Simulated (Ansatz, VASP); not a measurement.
## Two plane-wave programs on AlCu

```
Al Cu
1.0
     2.98527    0.00000    0.00000
     0.00000    2.98527    0.00000
     0.00000    0.00000    2.98527
Al Cu
1 1
Direct
  0.00000 0.00000 0.00000
  0.50000 0.50000 0.50000
```

Alike in both runs: task single point; functional PBEsol; k mesh 14 × 14 × 14; occupations gaussian, width 0.1 eV; no spin polarisation.

|  | VASP | Ansatz |
| --- | --- | --- |
| version | VASP 6.6.1 | Ansatz 0.2.0 |
| potentials or method | VASP PAW PBE potentials, release 64 (Al, Cu), cutoff 600 eV | scalar-relativistic, plane waves, PAW |
| valence electrons in the cell | 14 | 22 |

|  | VASP | Ansatz | Ansatz less VASP |
| --- | --- | --- | --- |
| gap on the k mesh at the Fermi level (eV) | none | none | - |
| pressure (GPa) | -2.7 | -3.5 | -0.87 |

VASP's potentials were made for PBE, not for PBEsol. A gap of «none» marks a metal or a gap that the smearing closes. VASP's potentials hold 14 valence electrons a cell and Ansatz's 22, so a difference there can come from the potentials and not from the codes.
